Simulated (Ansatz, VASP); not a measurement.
# Two plane-wave programs on V3Si

```xyz
8
Lattice="4.6088 0.0000 0.0000 0.0000 4.6088 0.0000 0.0000 0.0000 4.6088" Properties=species:S:1:pos:R:3 pbc="T T T"
V     1.1522    0.0000    2.3044
V     3.4566    0.0000    2.3044
V     0.0000    2.3044    1.1522
V     0.0000    2.3044    3.4566
V     2.3044    3.4566    0.0000
V     2.3044    1.1522    0.0000
Si    0.0000    0.0000    0.0000
Si    2.3044    2.3044    2.3044
```

Alike in both runs: functional LDA; k mesh 6 × 6 × 6; occupations fermi-dirac, width 0.15 eV; no spin polarisation.

Ansatz relaxed the structure, and its values are those at the end. VASP's run is a single point on that final structure, the one shown.

|  | VASP | Ansatz |
| --- | --- | --- |
| version | VASP 6.6.1 | Ansatz 0.2.0 |
| potentials or method | VASP PAW LDA potentials, release 64 (V_sv, Si), cutoff 500 eV | scalar-relativistic, plane waves, PAW |
| valence electrons in the cell | 86 | 86 |

Ansatz gave:

```
gap on the k mesh at the Fermi level (eV) : none
pressure (GPa)                            : 0.0
```

Estimate VASP's values.

gap on the k mesh at the Fermi level (eV): none; pressure (GPa): 0.6.

LDA's correlation is that of Perdew and Zunger in VASP and of Perdew and Wang (1992) in Ansatz. A gap of «none» marks a metal or a gap that the smearing closes.
